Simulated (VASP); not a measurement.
**Hf: single point with LDA**

The system is Hf.

```xyz
1
Lattice="0.0000 2.2370 2.2370 2.2370 0.0000 2.2370 2.2370 2.2370 0.0000" Properties=species:S:1:pos:R:3 pbc="T T T"
Hf    0.0000    0.0000    0.0000
```

This cell differs from its parent crystal: volume scaled by 1.08.

| Quantity | Value |
| --- | --- |
| Program | VASP 6.6.1 |
| Task | single point |
| Functional | LDA |
| Potentials or basis | VASP PAW LDA potentials, release 64 (Hf_pv) |
| Cutoff | 520 eV |
| k mesh | 14 × 14 × 14 |
| Occupations | fermi-dirac, width 0.1 eV |
| Spin | no spin polarisation |
| Dipole correction | no |
| Further INCAR settings | ALGO = Normal; EDIFF = 1e-07; NBANDS = 11 |

```yaml
Pressure: -7.6 GPa
Band_gap_on_the_k_mesh: zero (band 5 reaches 5.94 eV, above the bottom of band 6 at 3.96 eV)
```

Levels at points of the mesh, in eV from the Fermi level:
```csv
k point,band 2,band 3,band 4,band 5,band 6,band 7,band 8,band 9
"(0.00, 0.00, 0.00)",-29.87,-29.87,-7.15,1.32,1.32,1.32,4.07,4.07
"(0.50, 0.00, 0.00)",-29.98,-29.98,-3.63,0.73,1.10,1.10,6.20,6.20
"(0.50, 0.50, 0.00)",-30.16,-30.16,-3.26,-2.16,2.65,6.19,6.84,6.84
```

It took 16 s on 1 thread of AMD EPYC 7R43 64-Core Processor (Zen 3), with other jobs on the host, peak memory 0.11 GiB.

Caveat: spin-orbit coupling is left out, which moves the levels of the heavy elements.
